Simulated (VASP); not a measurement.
**Sm: single point with r2SCAN**

Crystal: Sm.

```
Sm
1.0
     0.00000    2.50000    2.50000
     2.50000    0.00000    2.50000
     2.50000    2.50000    0.00000
Sm
1
Direct
  0.00000 0.00000 0.00000
```

This isn't the form of Sm at room conditions, which is rhombohedral.

| Property | Result |
| --- | --- |
| Program | VASP 6.6.1 |
| Task | single point |
| Functional | r2SCAN |
| Potentials or basis | VASP PAW PBE potentials, release 64 (Sm) |
| Cutoff | 800 eV |
| k mesh | 4 × 4 × 4 |
| Occupations | gaussian, width 0.05 eV |
| Spin | no spin polarisation |
| Dipole correction | no |
| Further INCAR settings | ALGO = Normal; EDIFF = 1e-06; NBANDS = 14 |

| Item | Value |
| --- | --- |
| Pressure | -5.2 GPa |
| Band gap on the k mesh | zero (bands 8 and 9 overlap by 0.08 eV) |

Levels at points of the mesh, in eV from the Fermi level:
| k point | band 5 | band 6 | band 7 | band 8 | band 9 | band 10 | band 11 | band 12 |
| --- | --- | --- | --- | --- | --- | --- | --- | --- |
| (0.00, 0.00, 0.00) | -4.05 | -0.31 | -0.07 | -0.07 | -0.07 | 0.23 | 0.23 | 0.23 |
| (0.50, 0.00, 0.00) | -1.62 | -0.27 | -0.06 | -0.06 | 0.05 | 0.17 | 0.17 | 0.24 |
| (0.50, 0.50, 0.00) | -1.81 | -0.88 | -0.03 | -0.01 | -0.01 | 0.01 | 0.13 | 0.13 |

Run time: 76 s on 1 thread of Intel(R) Xeon(R) 6975P-C (Granite Rapids) (shared host), peak memory 0.24 GiB.

Caveat: the k points lie up to 0.54 Å⁻¹ apart; the PAW data sets were made with another functional, which shifts forces and pressure a little; spin-orbit coupling is left out, which moves the levels of the heavy elements; semilocal functionals describe open f shells poorly, which spoils levels, moments and volumes. Spin polarisation is off, so any magnetic state and its effect on volume and gap are missing.
